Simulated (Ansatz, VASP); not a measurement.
## Two plane-wave programs on AlGaN2

File POSCAR:

```
AlGaN2
1.0
    3.1385264188      0.0000000000      0.0000000000
    0.0000000000      3.1385264188      0.0000000000
    0.0000000000      0.0000000000      8.8447134538
Al Ga N
2 2 4
Direct
    0.5000000000      0.5000000000      0.2500000000
    0.5000000000      0.5000000000      0.7500000000
    0.0000000000      0.0000000000     -0.0065906234
    0.0000000000      0.0000000000      0.5065906234
    0.5000000000      0.0000000000      0.3398628397
    0.5000000000      0.0000000000      0.8992203307
    0.0000000000      0.5000000000      0.1601371603
    0.0000000000      0.5000000000      0.6007796693
```

File INCAR.step1:

```
PREC = Accurate
ENCUT = 520
ISMEAR = 0
SIGMA = 0.05
LREAL = F
LASPH = T
NELM = 80
NBANDS = 36
GGA = PE
ALGO = Normal
EDIFF = 1E-4
LWAVE = T
LCHARG = F
```

Contents of INCAR.step2:

```
PREC = Accurate
ENCUT = 520
EDIFF = 1E-6
ISMEAR = 0
SIGMA = 0.05
LREAL = F
LASPH = T
NELM = 80
ALGO = Normal
ISIF = 2
LWAVE = F
LCHARG = T
METAGGA = R2SCAN
LMIXTAU = T
LELF = T
LVHAR = T
NBANDS = 36
ISTART = 1
```

KPOINTS

```
Automatic mesh
0
Gamma
  8 8 4
```

Input for Ansatz:

```yaml
crystal:
  lattice:
    - [3.1385264188, 0.0, 0.0]
    - [0.0, 3.1385264188, 0.0]
    - [0.0, 0.0, 8.8447134538]
  atoms:
    - { symbol: Al, position: [0.5, 0.5, 0.25] }
    - { symbol: Al, position: [0.5, 0.5, 0.75] }
    - { symbol: Ga, position: [0.0, 0.0, -0.0065906234] }
    - { symbol: Ga, position: [0.0, 0.0, 0.5065906234] }
    - { symbol: "N", position: [0.5, 0.0, 0.3398628397] }
    - { symbol: "N", position: [0.5, 0.0, 0.8992203307] }
    - { symbol: "N", position: [0.0, 0.5, 0.1601371603] }
    - { symbol: "N", position: [0.0, 0.5, 0.6007796693] }
basis:
  ecutwfc: 500
kpoints:
  mp_grid: { grid: [8, 8, 4] }
hamiltonian:
  xc: r2scan
scf:
  occupations: { method: gaussian, width: 0.05 }
output:
  forces: true
  stress: true
  eigenvalues: true
  write_density: true
  write_potential: true
  elf: true
  volumetric_format: npy
```

Change from the starting cell: mode 23 (742.2 1/cm) frozen in, largest displacement +0.263 Å.

Alike in both runs: task single point; functional r2SCAN; k mesh 8 × 8 × 4; occupations gaussian, width 0.05 eV; no spin polarisation.

|  | VASP | Ansatz |
| --- | --- | --- |
| version | VASP 6.6.1 | Ansatz 0.2.0 |
| potentials or method | VASP PAW PBE potentials, release 64 (Al, Ga_d, N), cutoff 520 eV | scalar-relativistic, plane waves, PAW |
| valence electrons in the cell | 52 | 52 |

```tsv
	VASP	Ansatz	Ansatz less VASP
gap on the k mesh at the Fermi level (eV)	0.88	0.89	+0.015
least direct gap on the mesh (eV)	0.88	0.89	+0.015
pressure (GPa)	12.5	12.0	-0.49
traceless stress, the component that is largest in VASP (GPa)	-15.94	-15.78	+0.159
rms of the force components (eV/Å)	3.529	3.491	-0.0389
```

VASP's potentials were made for PBE, not for r2SCAN. Atom by atom the forces differ by 0.048 eV/Å (rms over components).
